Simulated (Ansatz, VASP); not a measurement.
**One calculation of ScAsS, two programs**

File INCAR:

```
PREC = Accurate
ENCUT = 600
EDIFF = 1E-6
ISMEAR = 0
SIGMA = 0.1
LREAL = F
LASPH = T
NELM = 100
ALGO = Normal
ISIF = 3
LWAVE = F
LCHARG = F
GGA = PE
IBRION = 2
NSW = 90
EDIFFG = -0.04
```

File KPOINTS:

```
Automatic mesh
0
Gamma
  6 6 4
```

Contents of POSCAR:

```
ScAsS
1.0
    3.5361487461      0.0000000000      0.0000000000
    0.0000000000      3.5361487461      0.0000000000
    0.0000000000      0.0000000000      5.2390988407
Sc As S
1 1 1
Direct
    0.0000000000      0.0000000000      0.0000000000
    0.5000000000      0.5000000000      0.5000000000
    0.5000000000      0.5000000000      0.0000000000
```

Input for Ansatz:

```yaml
crystal:
  lattice:
    - [3.5361487461, 0.0, 0.0]
    - [0.0, 3.5361487461, 0.0]
    - [0.0, 0.0, 5.2390988407]
  atoms:
    - { symbol: Sc, position: [0.0, 0.0, 0.0] }
    - { symbol: As, position: [0.5, 0.5, 0.5] }
    - { symbol: S, position: [0.5, 0.5, 0.0] }
basis:
  ecutwfc: 420
kpoints:
  mp_grid: { grid: [6, 6, 4] }
hamiltonian:
  xc: pbe
scf:
  occupations: { method: gaussian, width: 0.1 }
  lower_state_search: "off"
output:
  forces: true
  stress: true
  eigenvalues: true
relax:
  adjacent_minimum: "off"
  f_tol: 0.04
  max_steps: 70
  cell: { stress_tol: 0.4 }
```

Change from the starting cell: species swapped into the MgNiH type (P4/mmm, No. 123).

Alike in both runs: task relaxation of cell and atoms; functional PBE; k mesh 6 × 6 × 4; occupations gaussian, width 0.1 eV; no spin polarisation.

```csv
,VASP,Ansatz
version,VASP 6.6.1,Ansatz 0.2.0
potentials or method,"VASP PAW PBE potentials, release 64 (Sc_sv, As, S), cutoff 600 eV","scalar-relativistic, plane waves, PAW"
valence electrons in the cell,22,32
```

```csv
,VASP,Ansatz,Ansatz less VASP
"gap on the k mesh at the Fermi level, each at its own relaxed structure (eV)",none,none,-
relaxed volume (Å³/atom),21.86,21.74,-0.125
relaxed cell length with the largest relative difference (Å),5.191,5.181,-0.0101
```

A gap of «none» marks a metal or a gap that the smearing closes. VASP's potentials hold 22 valence electrons a cell and Ansatz's 32, so a difference there can come from the potentials and not from the codes.
